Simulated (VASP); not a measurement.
# MgTl (Pm-3m) in VASP: notebook, part 2 of 3

VASP 6.6.1. The steps go on from the part before.

### 3 Electric field gradients, LDA

This run uses another cell than the first one, of 24.02 Å³/atom.

INCAR

```
PREC = Accurate ; ENCUT = 520
EDIFF = 1E-8 ; ISMEAR = -1
SIGMA = 0.05 ; LREAL = F
LASPH = T ; NELM = 100
ALGO = Normal ; ISIF = 2
LWAVE = F ; LCHARG = F
GGA = CA ; LEFG = T
NBANDS = 14
```

KPOINTS

```
Automatic mesh
0
Gamma
  9 9 9
```

POSCAR

```
MgTl
1.0
    3.6350000000      0.0000000000      0.0000000000
    0.0000000000      3.6350000000      0.0000000000
    0.0000000000      0.0000000000      3.6350000000
Mg Tl
1 1
Direct
    0.0000000000      0.0000000000      0.0000000000
    0.5000000000      0.5000000000      0.5000000000
```

Potentials or basis: VASP PAW LDA potentials, release 64 (Mg, Tl_d).

Started as:

```console
cat potpaw_LDA.64/Mg/POTCAR potpaw_LDA.64/Tl_d/POTCAR > POTCAR
mpirun -np 1 vasp_std > vasp.out
```

OUTCAR:

```text
PREC = Accurate
   ENCUT = 520
   EDIFF = 1E-8
   ISMEAR = -1
   LREAL = F
   LASPH = T
   NELM = 100
   ISIF = 2
   GGA = CA

 ion  position               nearest neighbor table
   1  0.000  0.000  0.000-   2 3.15   2 3.15   2 3.15   2 3.15   2 3.15   2 3.15   2 3.15   2 3.15

   2  0.500  0.500  0.500-   1 3.15   1 3.15   1 3.15   1 3.15   1 3.15   1 3.15   1 3.15   1 3.15

  LATTYP: Found a simple cubic cell.
 ALAT       =     3.6350000000

  Lattice vectors:

 A1 = (   3.6350000000,   0.0000000000,   0.0000000000)
 A2 = (   0.0000000000,   3.6350000000,   0.0000000000)
 A3 = (   0.0000000000,   0.0000000000,   3.6350000000)

Analysis of symmetry for initial positions (statically):
=====================================================================
 Subroutine PRICEL returns:
 Original cell was already a primitive cell.

 Routine SETGRP: Setting up the symmetry group for a
 simple cubic supercell.

 Subroutine GETGRP returns: Found 48 space group operations
 (whereof 48 operations were pure point group operations)
 out of a pool of 48 trial point group operations.

The static configuration has the point symmetry O_h .

Analysis of symmetry for dynamics (positions and initial velocities):
=====================================================================
 Subroutine PRICEL returns:
 Original cell was already a primitive cell.

 Routine SETGRP: Setting up the symmetry group for a
 simple cubic supercell.

 Subroutine GETGRP returns: Found 48 space group operations
 (whereof 48 operations were pure point group operations)
 out of a pool of 48 trial point group operations.

The dynamic configuration has the point symmetry O_h .

 Subroutine INISYM returns: Found 48 space group operations
 (whereof 48 operations are pure point group operations),
 and found     1 'primitive' translations

----------------------------------------------------------------------------------------

                                     Primitive cell

  volume of cell :      48.0301

  direct lattice vectors                    reciprocal lattice vectors
     3.635000000  0.000000000  0.000000000     0.275103164  0.000000000  0.000000000
     0.000000000  3.635000000  0.000000000     0.000000000  0.275103164  0.000000000
     0.000000000  0.000000000  3.635000000     0.000000000  0.000000000  0.275103164

  length of vectors
     3.635000000  3.635000000  3.635000000     0.275103164  0.275103164  0.275103164

  position of ions in fractional coordinates (direct lattice)
     0.000000000  0.000000000  0.000000000
     0.500000000  0.500000000  0.500000000

  ion indices of the primitive-cell ions
   primitive index   ion index
                 1           1
                 2           2

----------------------------------------------------------------------------------------

 KPOINTS: Automatic mesh

Automatic generation of k-mesh.
 Grid dimensions read from file:
 generate k-points for:    9    9    9

 Generating k-lattice:

  Cartesian coordinates                     Fractional coordinates (reciprocal lattice)
[... 82 lines left out ...]
  Fermi-wavevector in a.u.,A,eV,Ry     =   1.110710  2.098938 16.785202  1.233678
  Thomas-Fermi vector in A             =   2.247265
   LORBIT       =      0    0 simple, 1 ext, 2 COOP (PROOUT), +10 PAW based schemes
   GGA     = CA    functional components
   LHFCALC =     F    Hartree Fock is set to
   AEXX    =    0.0000 exact exchange contribution
   IVDW    =     0    specifies the selected vdW correction
   LEPSILON=     F    determine dielectric tensor
   LRPA    =     F    only Hartree local field effects (RPA)
 non-spin polarized calculation
  energy-cutoff  :      520.00
  volume of cell :       48.03
 maximum number of plane-waves:      1316
 NGX is ok and might be reduce to    28
   NGX = 13   NGY = 13   NGZ = 13

 number of electron      14.9999994 magnetization

 Free energy of the ion-electron system (eV)
  ---------------------------------------------------
  ext. energy  EPLUGINS =         0.00000000
  ---------------------------------------------------
  free energy    TOTEN  =        -5.05226519 eV

  energy without entropy =       -5.04354544  energy(sigma->0) =       -5.04790531

 E-fermi :   5.4098     XC(G=0):  -9.9787

 val. band max:        5.3406459840   @ k =   0.4444   0.3333   0.3333
 cond. band min:       5.4503580147   @ k =   0.3333   0.2222   0.1111
 fundamental gap:      0.1097120308
 Fermi energy:         5.4098388514

 k-point     1 :       0.0000    0.0000    0.0000
  band No.  band energies     occupation
      1      -6.4071      2.00000
      2      -6.4071      2.00000
      3      -6.0551      2.00000
      4      -6.0551      2.00000
      5      -6.0551      2.00000
      6      -4.2336      2.00000
      7       7.7602      0.00000
      8       7.7602      0.00000
      9       7.7602      0.00000
     10       8.6972      0.00000
     11      10.7208      0.00000
     12      10.7208      0.00000
     13      18.8146      0.00000
     14      18.8146      0.00000
[... 377 lines left out ...]
      1      -6.3492      2.00000
      2      -6.2266      2.00000
      3      -6.1917      2.00000
      4      -6.1580      2.00000
      5      -5.9466      2.00000
      6      -0.9353      2.00000
      7       2.2551      2.00000
      8       4.3387      2.00000
      9       6.8720      0.00000
     10       9.6799      0.00000
     11      11.4509      0.00000
     12      13.6028      0.00000
     13      14.1962      0.00000
     14      16.1245      0.00000

 [... further k-points ...]

------------------------ aborting loop because EDIFF is reached ----------------------------------------

  FORCE on cell =-STRESS in cart. coord.  units (eV):
  Direction    XX          YY          ZZ          XY          YZ          ZX
  --------------------------------------------------------------------------------------
  -------------------------------------------------------------------------------------
  Total       -0.8061679     -0.8061679     -0.8061679      0.0000000      0.0000000      0.0000000
  in kB      -26.8919851    -26.8919851    -26.8919851      0.0000000      0.0000000      0.0000000
  external PRESSURE =     -26.8919851 kB  Pullay stress =       0.0000000 kB

 VOLUME and BASIS-vectors are now :
 -----------------------------------------------------------------------------
  energy-cutoff  :      520.00
  volume of cell :       48.03
      direct lattice vectors                 reciprocal lattice vectors
     3.635000000  0.000000000  0.000000000     0.275103164  0.000000000  0.000000000
     0.000000000  3.635000000  0.000000000     0.000000000  0.275103164  0.000000000
     0.000000000  0.000000000  3.635000000     0.000000000  0.000000000  0.275103164

 POSITION                                       TOTAL-FORCE (eV/Angst)
 -----------------------------------------------------------------------------------
      0.00000      0.00000      0.00000         0.000000      0.000000      0.000000
      1.81750      1.81750      1.81750         0.000000      0.000000      0.000000
 -----------------------------------------------------------------------------------
    total drift:                                0.000000      0.000000      0.000000

  FREE ENERGIE OF THE ION-ELECTRON SYSTEM (eV)
  ---------------------------------------------------
  free  energy   TOTEN  =        -5.0522651918 eV

  energy  without entropy=       -5.0435454358  energy(sigma->0) =       -5.04790531

 Electric field gradients (V/A^2)
---------------------------------------------------------------------
 ion       V_xx      V_yy      V_zz      V_xy      V_xz      V_yz
---------------------------------------------------------------------
   1      -0.000    -0.000     0.000    -0.000     0.000     0.000
   2       0.000     0.000     0.000     0.000    -0.000     0.000
---------------------------------------------------------------------

 Electric field gradients after diagonalization (V/A^2)
 (convention: |V_zz| > |V_xx| > |V_yy|)
----------------------------------------------------------------------
 ion       V_xx      V_yy      V_zz     asymmetry (V_yy - V_xx)/ V_zz
----------------------------------------------------------------------
   1      -0.000     0.000    -0.000      -1.414
   2       0.000     0.000     0.000      -0.054
----------------------------------------------------------------------

           NMR quadrupolar parameters

 Cq : quadrupolar parameter    Cq=e*Q*V_zz/h
 eta: asymmetry parameters     (V_yy - V_xx)/ V_zz
 Q  : nuclear electric quadrupole moment in mb (millibarn)
----------------------------------------------------------------------
 ion       Cq(MHz)       eta       Q (mb)
----------------------------------------------------------------------
   1      -0.000      -1.414       1.000
   2       0.000      -0.054       1.000
----------------------------------------------------------------------
```

Run time: 24 s. Hardware: 1 thread of Intel Xeon 8259CL, shared host; peak memory 0.15 GiB.

What came out:

```
Free energy                             : -5.0523 eV
Pressure                                : -2.7 GPa
Band gap on the k mesh                  : zero (an odd number of electrons rules out a gap without spin polarisation)
Largest electric field gradient by atom : zero within the noise of the run
```

Caveat: spin-orbit coupling is left out, which moves the levels of the heavy elements.

### 4 Electric field gradients, LDA

This run uses another cell than the first one, of 24.02 Å³/atom.

INCAR

```
SYSTEM = MgTl
  ALGO = Normal
  EDIFF = 1E-8
  ENCUT = 520
  GGA = CA
  ISIF = 2
  ISMEAR = -1
  LASPH = .True.
  LCHARG = .False.
  LEFG = .True.
  LREAL = .False.
  LWAVE = .False.
  NBANDS = 14
  NELM = 100
  PREC = Accurate
  SIGMA = 0.05
```

KPOINTS

```
k-points
0
Gamma
  9 9 9
  0 0 0
```

POSCAR is that of step 3.

Potentials or basis: VASP PAW LDA potentials, release 64 (Mg, Tl_d).

Started as:

```console
cat potpaw_LDA.64/Mg/POTCAR potpaw_LDA.64/Tl_d/POTCAR > POTCAR
mpirun -np 1 vasp_std > vasp.out
```

OUTCAR:

```text
SYSTEM = MgTl
   EDIFF = 1E-8
   ENCUT = 520
   GGA = CA
   ISIF = 2
   ISMEAR = -1
   LASPH = .True.
   LREAL = .False.
   NELM = 100
   PREC = Accurate

 ion  position               nearest neighbor table
   1  0.000  0.000  0.000-   2 3.15   2 3.15   2 3.15   2 3.15   2 3.15   2 3.15   2 3.15   2 3.15

   2  0.500  0.500  0.500-   1 3.15   1 3.15   1 3.15   1 3.15   1 3.15   1 3.15   1 3.15   1 3.15

  LATTYP: Found a simple cubic cell.
 ALAT       =     3.6350000000

  Lattice vectors:

 A1 = (   3.6350000000,   0.0000000000,   0.0000000000)
[... 622 lines left out ...]
  free  energy   TOTEN  =        -5.0522651918 eV

  energy  without entropy=       -5.0435454358  energy(sigma->0) =       -5.04790531

 Electric field gradients (V/A^2)
---------------------------------------------------------------------
 ion       V_xx      V_yy      V_zz      V_xy      V_xz      V_yz
---------------------------------------------------------------------
   1      -0.000    -0.000     0.000    -0.000     0.000     0.000
   2       0.000     0.000     0.000     0.000    -0.000     0.000
---------------------------------------------------------------------

 Electric field gradients after diagonalization (V/A^2)
 (convention: |V_zz| > |V_xx| > |V_yy|)
----------------------------------------------------------------------
 ion       V_xx      V_yy      V_zz     asymmetry (V_yy - V_xx)/ V_zz
----------------------------------------------------------------------
   1      -0.000     0.000    -0.000      -1.414
   2       0.000     0.000     0.000      -0.054
----------------------------------------------------------------------

           NMR quadrupolar parameters

 Cq : quadrupolar parameter    Cq=e*Q*V_zz/h
 eta: asymmetry parameters     (V_yy - V_xx)/ V_zz
 Q  : nuclear electric quadrupole moment in mb (millibarn)
----------------------------------------------------------------------
 ion       Cq(MHz)       eta       Q (mb)
----------------------------------------------------------------------
   1      -0.000      -1.414       1.000
   2       0.000      -0.054       1.000
----------------------------------------------------------------------
```

OSZICAR:

```text
N       E                     dE             d eps       ncg     rms          rms(c)
DAV:   1     0.549396931443E+02    0.54940E+02   -0.72020E+03  1028   0.894E+02
DAV:   2    -0.417344305987E+01   -0.59113E+02   -0.56503E+02  1160   0.197E+02
DAV:   3    -0.515906094491E+01   -0.98562E+00   -0.98367E+00  1250   0.222E+01
DAV:   4    -0.516431493530E+01   -0.52540E-02   -0.52536E-02  1190   0.181E+00
DAV:   5    -0.516438784194E+01   -0.72907E-04   -0.72906E-04  1274   0.202E-01    0.256E+00
DAV:   6    -0.508644249670E+01    0.77945E-01   -0.59819E-02  1154   0.204E+00    0.172E+00
DAV:   7    -0.505365397487E+01    0.32789E-01   -0.36230E-02  1154   0.150E+00    0.606E-01
DAV:   8    -0.505233506100E+01    0.13189E-02   -0.30974E-03  1280   0.381E-01    0.609E-02
DAV:   9    -0.505226853477E+01    0.66526E-04   -0.17611E-04  1124   0.818E-02    0.181E-02
DAV:  10    -0.505226527476E+01    0.32600E-05   -0.68649E-06  1280   0.166E-02    0.601E-03
DAV:  11    -0.505226522890E+01    0.45855E-07   -0.31465E-07  1166   0.385E-03    0.884E-04
DAV:  12    -0.505226519144E+01    0.37459E-07   -0.10863E-07  1214   0.252E-03    0.209E-04
DAV:  13    -0.505226519183E+01   -0.38517E-09   -0.21488E-09   694   0.311E-04
   1 F= -.50522652E+01 E0= -.50479053E+01  d E =-.871976E-02
```

Run time: 32 s. Hardware: 1 thread of Intel Xeon 8259CL, shared host; peak memory 0.16 GiB.

Results:

```yaml
Free_energy: -5.0523 eV
Pressure: -2.7 GPa
Band_gap_on_the_k_mesh: zero (an odd number of electrons rules out a gap without spin polarisation)
Largest_electric_field_gradient_by_atom: zero within the noise of the run
```

Levels at points of the mesh, in eV from the Fermi level:
```
           k point  band 4  band 5  band 6  band 7  band 8  band 9  band 10  band 11
(0.00, 0.00, 0.00)  -11.46  -11.46   -9.64    2.35    2.35    2.35     3.29     5.31
```

Caveat: spin-orbit coupling is left out, which moves the levels of the heavy elements.

### 5 Electric field gradients, LDA (24.26 Å³/atom)

This run uses another cell than the first one, of 24.26 Å³/atom.

INCAR

```
PREC = Accurate
ENCUT = 520
EDIFF = 1E-8
ISMEAR = -1
SIGMA = 0.05
LREAL = False
LASPH = True
NELM = 80
ALGO = Normal
ISIF = 2
LWAVE = False
LCHARG = False
GGA = CA
LEFG = True
NBANDS = 14
```

KPOINTS

```
regular mesh
0
Gamma
  9 9 9
```

POSCAR

```
MgTl
1.0
    3.6470765007      0.0000000000      0.0000000000
    0.0000000000      3.6470765007      0.0000000000
    0.0000000000      0.0000000000      3.6470765007
Mg Tl
1 1
Direct
    0.0000000000      0.0000000000      0.0000000000
    0.5000000000      0.5000000000      0.5000000000
```

Potentials or basis: VASP PAW LDA potentials, release 64 (Mg, Tl_d).

Started as:

```console
cat potpaw_LDA.64/Mg/POTCAR potpaw_LDA.64/Tl_d/POTCAR > POTCAR
mpirun -np 1 vasp_std > vasp.out
```

OUTCAR:

```text
PREC = Accurate
   ENCUT = 520
   EDIFF = 1E-8
   ISMEAR = -1
   LREAL = False
   LASPH = True
   NELM = 80
   ISIF = 2
   GGA = CA

 ion  position               nearest neighbor table
   1  0.000  0.000  0.000-   2 3.16   2 3.16   2 3.16   2 3.16   2 3.16   2 3.16   2 3.16   2 3.16

   2  0.500  0.500  0.500-   1 3.16   1 3.16   1 3.16   1 3.16   1 3.16   1 3.16   1 3.16   1 3.16

  LATTYP: Found a simple cubic cell.
 ALAT       =     3.6470765007

  Lattice vectors:

 A1 = (   3.6470765007,   0.0000000000,   0.0000000000)
 A2 = (   0.0000000000,   3.6470765007,   0.0000000000)
 A3 = (   0.0000000000,   0.0000000000,   3.6470765007)

Analysis of symmetry for initial positions (statically):
=====================================================================
 Subroutine PRICEL returns:
 Original cell was already a primitive cell.

[... 598 lines left out ...]
  energy-cutoff  :      520.00
  volume of cell :       48.51
      direct lattice vectors                 reciprocal lattice vectors
     3.647076501  0.000000000  0.000000000     0.274192219  0.000000000  0.000000000
     0.000000000  3.647076501  0.000000000     0.000000000  0.274192219  0.000000000
     0.000000000  0.000000000  3.647076501     0.000000000  0.000000000  0.274192219

 POSITION                                       TOTAL-FORCE (eV/Angst)
 -----------------------------------------------------------------------------------
      0.00000      0.00000      0.00000         0.000000      0.000000      0.000000
      1.82354      1.82354      1.82354         0.000000      0.000000      0.000000
 -----------------------------------------------------------------------------------
    total drift:                                0.000000      0.000000      0.000000

  FREE ENERGIE OF THE ION-ELECTRON SYSTEM (eV)
  ---------------------------------------------------
  free  energy   TOTEN  =        -5.0438624368 eV

  energy  without entropy=       -5.0351376698  energy(sigma->0) =       -5.03950005

 Electric field gradients (V/A^2)
---------------------------------------------------------------------
 ion       V_xx      V_yy      V_zz      V_xy      V_xz      V_yz
---------------------------------------------------------------------
   1      -0.000    -0.000    -0.000     0.000    -0.000     0.000
   2       0.000     0.000    -0.000     0.000    -0.000     0.000
---------------------------------------------------------------------

 Electric field gradients after diagonalization (V/A^2)
 (convention: |V_zz| > |V_xx| > |V_yy|)
----------------------------------------------------------------------
 ion       V_xx      V_yy      V_zz     asymmetry (V_yy - V_xx)/ V_zz
----------------------------------------------------------------------
   1      -0.000    -0.000    -0.000      -0.134
   2       0.000     0.000    -0.000       0.100
----------------------------------------------------------------------

           NMR quadrupolar parameters

 Cq : quadrupolar parameter    Cq=e*Q*V_zz/h
 eta: asymmetry parameters     (V_yy - V_xx)/ V_zz
 Q  : nuclear electric quadrupole moment in mb (millibarn)
----------------------------------------------------------------------
 ion       Cq(MHz)       eta       Q (mb)
----------------------------------------------------------------------
   1      -0.000      -0.134       1.000
   2      -0.000       0.100       1.000
----------------------------------------------------------------------
```

stdout:

```text
POSCAR found type information on POSCAR MgTl
 POSCAR found :  2 types and       2 ions
 scaLAPACK will be used
 LDA part: xc-table for (Slater(with rela. corr.)+CA(PZ))
 , standard interpolation
 POSCAR, INCAR and KPOINTS ok, starting setup
 FFT: planning ... GRIDC
 FFT: planning ... GRID_SOFT
 FFT: planning ... GRID
 WAVECAR not read
 entering main loop
ion   1

ion   2
```

It took 33 s on 1 thread of Intel Xeon 8259CL, shared host; peak memory 0.16 GiB.

Results:

| Item | Value |
| --- | --- |
| Free energy | -5.0439 eV |
| Pressure | -3.0 GPa |
| Band gap on the k mesh | zero (an odd number of electrons rules out a gap without spin polarisation) |
| Largest electric field gradient by atom | zero within the noise of the run |

Caveat: the cell stands under tension; spin-orbit coupling is left out, which moves the levels of the heavy elements.

(Part 2 of 3 ends here.)
